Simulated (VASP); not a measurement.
# TaSi2 (P-3m1) in VASP: further runs, part 3 of 3

VASP 6.6.1. The steps go on from the part before.

**5. Single point, PBE**

This run uses another cell than the first one: it holds 6 atoms, not 3.

Contents of INCAR:

```
ALGO = Normal
EDIFF = 1E-6
ENCUT = 520
GGA = PE
ISIF = 2
ISMEAR = 0
LASPH = T
LCHARG = F
LREAL = F
LWAVE = F
NBANDS = 28
NELM = 60
PREC = Accurate
SIGMA = 0.2
```

Contents of KPOINTS:

```
k-points
0
Gamma
  12 12 2
```

Contents of POSCAR:

```
TaSi2
1.0
    2.9514285065      0.0000000000      0.0000000000
   -1.4757142532      2.5560120641      0.0000000000
    0.0000000000      0.0000000000     12.3359712765
Ta Si
2 4
Direct
    0.0000000000      1.0000000000      0.0000000000
    0.0000000000      0.0000000000      0.5000000000
    0.3333333333      0.6666666667      0.1702671930
    0.3333333333      0.6666666667      0.6702671930
    0.6666666667      0.3333333333      0.3297328070
    0.6666666667      0.3333333333      0.8297328070
```

Potentials or basis: VASP PAW PBE potentials, release 64 (Ta_pv, Si).

On the command line:

```
> cat potpaw_PBE.64/Ta_pv/POTCAR potpaw_PBE.64/Si/POTCAR > POTCAR
> mpirun -np 1 vasp_std > vasp.out
```

OUTCAR:

```text
EDIFF = 1E-6
   ENCUT = 520
   GGA = PE
   ISIF = 2
   ISMEAR = 0
   LASPH = T
   LREAL = F
   NELM = 60
   PREC = Accurate

 ion  position               nearest neighbor table
   1  0.000  0.000  0.000-   3 2.70   6 2.70   3 2.70   6 2.70   6 2.70   3 2.70
   2  0.000  0.000  0.500-   4 2.70   5 2.70   4 2.70   5 2.70   5 2.70   4 2.70
   3  0.333  0.667  0.170-   5 2.60   5 2.60   5 2.60   1 2.70   1 2.70   1 2.70
   4  0.333  0.667  0.670-   6 2.60   6 2.60   6 2.60   2 2.70   2 2.70   2 2.70
   5  0.667  0.333  0.330-   3 2.60   3 2.60   3 2.60   2 2.70   2 2.70   2 2.70
   6  0.667  0.333  0.830-   4 2.60   4 2.60   4 2.60   1 2.70   1 2.70   1 2.70
[... 7 lines left out ...]
 A1 = (   2.9514285065,   0.0000000000,   0.0000000000)
 A2 = (  -1.4757142532,   2.5560120641,   0.0000000000)
 A3 = (   0.0000000000,   0.0000000000,  12.3359712765)

Analysis of symmetry for initial positions (statically):
=====================================================================
 Subroutine PRICEL returns following result:

  LATTYP: Found a hexagonal cell.
 ALAT       =     2.9514285065
 C/A-ratio  =     2.0898306107

  Lattice vectors:

 A1 = (   2.9514285065,   0.0000000000,   0.0000000000)
 A2 = (  -1.4757142532,   2.5560120641,   0.0000000000)
 A3 = (   0.0000000000,   0.0000000000,   6.1679856383)

   2 primitive cells build up your supercell.

 Routine SETGRP: Setting up the symmetry group for a
 hexagonal supercell.

 Subroutine GETGRP returns: Found 12 space group operations
 (whereof 12 operations were pure point group operations)
 out of a pool of 24 trial point group operations.

The static configuration has the point symmetry D_3d.

Analysis of symmetry for dynamics (positions and initial velocities):
=====================================================================
 Subroutine PRICEL returns following result:

  LATTYP: Found a hexagonal cell.
 ALAT       =     2.9514285065
 C/A-ratio  =     2.0898306107

[... 133 lines left out ...]
   EFERMI_NEDOS =   21; number of points for ismear=-14 and -15
   IALGO  =     38    algorithm
   IMIX   =      4    mixing-type and parameters
     AMIX     =   0.40;   BMIX     =  1.00
     AMIX_MAG =   1.60;   BMIX_MAG =  1.00
  volume/ion in A,a.u.               =      15.51       104.67
  Fermi-wavevector in a.u.,A,eV,Ry     =   1.214544  2.295155 20.070181  1.475117
  Thomas-Fermi vector in A             =   2.349960
   LORBIT       =      0    0 simple, 1 ext, 2 COOP (PROOUT), +10 PAW based schemes
   GGA     = PE    functional components
   LHFCALC =     F    Hartree Fock is set to
   AEXX    =    0.0000 exact exchange contribution
   IVDW    =     0    specifies the selected vdW correction
   LEPSILON=     F    determine dielectric tensor
   LRPA    =     F    only Hartree local field effects (RPA)
 non-spin polarized calculation
 Gauss-broadening in eV      SIGMA  =   0.20
  energy-cutoff  :      520.00
  volume of cell :       93.06
 maximum number of plane-waves:      2565
 NGX is ok and might be reduce to    24

 number of electron      38.0000004 magnetization

 Free energy of the ion-electron system (eV)
  ---------------------------------------------------
  ext. energy  EPLUGINS =         0.00000000
  ---------------------------------------------------
  free energy    TOTEN  =       -45.42944124 eV

  energy without entropy =      -45.37077238  energy(sigma->0) =      -45.40010681

 E-fermi :   8.5025     XC(G=0): -11.7604

 val. band max:        8.5009482080   @ k =   0.3333   0.0833   0.5000
 cond. band min:       8.5343573420   @ k =   0.0833   0.0000   0.0000
 fundamental gap:      0.0334091340
 Fermi energy:         8.5025111297

 k-point     1 :       0.0000    0.0000    0.0000
  band No.  band energies     occupation
      1     -25.9346      2.00000
      2     -25.9343      2.00000
      3     -25.2866      2.00000
      4     -25.2866      2.00000
      5     -25.2866      2.00000
      6     -25.2866      2.00000
[... 733 lines left out ...]
     27      12.7205      0.00000
     28      12.7698      0.00000

 [... further k-points ...]
[... 5 lines left out ...]
  --------------------------------------------------------------------------------------
  -------------------------------------------------------------------------------------
  Total        0.0843779      0.0843779     -0.0637500      0.0000000     -0.0000000      0.0000000
  in kB        1.4526820      1.4526820     -1.0975445      0.0000000     -0.0000000      0.0000000
  external PRESSURE =       0.6026065 kB  Pullay stress =       0.0000000 kB

 VOLUME and BASIS-vectors are now :
 -----------------------------------------------------------------------------
  energy-cutoff  :      520.00
  volume of cell :       93.06
      direct lattice vectors                 reciprocal lattice vectors
     2.951428507  0.000000000  0.000000000     0.338818981  0.195617230  0.000000000
    -1.475714253  2.556012064  0.000000000     0.000000000  0.391234460  0.000000000
     0.000000000  0.000000000 12.335971277     0.000000000  0.000000000  0.081063743

 POSITION                                       TOTAL-FORCE (eV/Angst)
 -----------------------------------------------------------------------------------
      0.00000      0.00000      0.00000         0.000000      0.000000      0.000000
      0.00000      0.00000      6.16799         0.000000      0.000000      0.000000
     -0.00000      1.70401      2.10041        -0.000000     -0.000000     -0.028031
     -0.00000      1.70401      8.26840        -0.000000      0.000000     -0.028031
      1.47571      0.85200      4.06757        -0.000000     -0.000000      0.028031
      1.47571      0.85200     10.23556         0.000000      0.000000      0.028031
 -----------------------------------------------------------------------------------
    total drift:                                0.000000      0.000000      0.000000

  FREE ENERGIE OF THE ION-ELECTRON SYSTEM (eV)
  ---------------------------------------------------
  free  energy   TOTEN  =       -45.4294412409 eV

  energy  without entropy=      -45.3707723774  energy(sigma->0) =      -45.40010681
```

It took 83 s on 1 thread of Intel Xeon Platinum 8488C (Sapphire Rapids), shared host; peak memory 0.26 GiB.

Results:

```yaml
Free_energy: -45.4294 eV
Pressure: 0.1 GPa
Largest_force: 0.028 eV/Å
Band_gap_on_the_k_mesh: zero (band 19 reaches 11.27 eV, above the bottom of band 20 at 7.07 eV)
```

Forces on the atoms (eV/Å):
```
Ta   0.000  0.000  0.000
Ta   0.000  0.000  0.000
Si   0.000  0.000 -0.028
Si   0.000  0.000 -0.028
Si   0.000  0.000  0.028
Si   0.000  0.000  0.028
```

Caveat: spin-orbit coupling is left out, which moves the levels of the heavy elements.

**6. Single point, PBE**

This run uses another cell than the first one, of 15.51 Å³/atom, 1.003 times its volume.

Contents of INCAR:

```
PREC = Accurate
ENCUT = 520
EDIFF = 1E-6
ISMEAR = 0
SIGMA = 0.1
LREAL = False
LASPH = True
NELM = 80
ALGO = Normal
ISIF = 2
LWAVE = False
LCHARG = False
GGA = PE
NBANDS = 16
```

Contents of KPOINTS:

```
Automatic mesh
0
Gamma
  18 18 8
```

Contents of POSCAR:

```
TaSi2
1.0
    2.9514285065      0.0000000000      0.0000000000
   -1.4757142532      2.5560120641      0.0000000000
    0.0000000000      0.0000000000      6.1679856382
Ta Si
1 2
Direct
    0.0000000000      0.0000000000      0.0000000000
    0.3333333333      0.6666666667      0.3405343859
    0.6666666667      0.3333333333      0.6594656141
```

Potentials or basis: VASP PAW PBE potentials, release 64 (Ta_pv, Si).

On the command line:

```
> cat potpaw_PBE.64/Ta_pv/POTCAR potpaw_PBE.64/Si/POTCAR > POTCAR
> mpirun -np 1 vasp_std > vasp.out
```

It took 99 s on 1 thread of Intel Xeon Platinum 8488C (Sapphire Rapids), shared host; peak memory 0.32 GiB.

Results (log left out):

```yaml
Free_energy: -22.7127 eV
Pressure: 0.1 GPa
Largest_force: 0.013 eV/Å
```

Forces on the atoms (eV/Å):
```
Ta   0.000  0.000  0.000
Si   0.000  0.000  0.013
Si   0.000  0.000 -0.013
```

Levels at points of the mesh, in eV from the Fermi level:
```csv
k point,band 5,band 6,band 7,band 8,band 9,band 10,band 11,band 12,band 13,band 14
"(0.00, 0.00, 0.00)",-8.66,-7.33,-2.13,0.29,0.29,2.79,2.79,3.64,6.43,6.43
"(0.50, 0.00, 0.00)",-7.60,-6.07,-3.61,-3.16,-0.88,0.10,0.77,2.05,2.81,5.73
"(0.00, 0.00, 0.50)",-10.54,-4.40,-3.51,0.31,0.31,2.71,2.71,3.07,5.90,5.90
"(0.50, 0.00, 0.50)",-6.79,-5.68,-4.49,-3.15,-2.41,0.26,2.41,4.00,4.30,4.86
```

Caveat: spin-orbit coupling is left out, which moves the levels of the heavy elements.

**7. Overview**

| task | cell | k mesh | cutoff (eV) | smearing | gap on the mesh (eV) | pressure (GPa) | largest force (eV/Å) |
| --- | --- | --- | --- | --- | --- | --- | --- |
| single point | a = 3.197, b = 3.197, c = 5.241 Å, angles 90.0, 90.0, 120.0°, 3 atoms | 6 × 6 × 4 | 520 | gaussian 0.1 eV | none | 59.1 | 7.66 |
| single point | a = 2.952, b = 2.952, c = 6.152 Å, angles 90.0, 90.0, 120.0°, 3 atoms | 6 × 6 × 4 | 520 | gaussian 0.1 eV | none | 0.1 | 0.01 |
| relaxation of cell and atoms | relaxed from a = 3.197, b = 3.197, c = 5.241 Å, angles 90.0, 90.0, 120.0°, 3 atoms | 6 × 6 × 4 | 600 | gaussian 0.1 eV | none | 0.3 | 0.03 |
| single point | a = 2.951, b = 2.951, c = 12.336 Å, angles 90.0, 90.0, 120.0°, 6 atoms | 12 × 12 × 2 | 520 | gaussian 0.2 eV | none | 0.1 | 0.03 |
| single point | a = 2.951, b = 2.951, c = 6.168 Å, angles 90.0, 90.0, 120.0°, 3 atoms | 18 × 18 × 8 | 520 | gaussian 0.1 eV | none | 0.1 | 0.01 |

Alike in all rows: level PBE; potentials or basis VASP PAW PBE potentials, release 64 (Ta_pv, Si); no spin polarisation.

Caveats: some runs use coarse meshes; spin-orbit coupling is left out, which moves the levels of the heavy elements; forces of over 1 eV/Å act on the atoms, so gaps and moduli don't describe the material at rest (some runs).

Absolute energies hang on the potentials; compare differences alone.
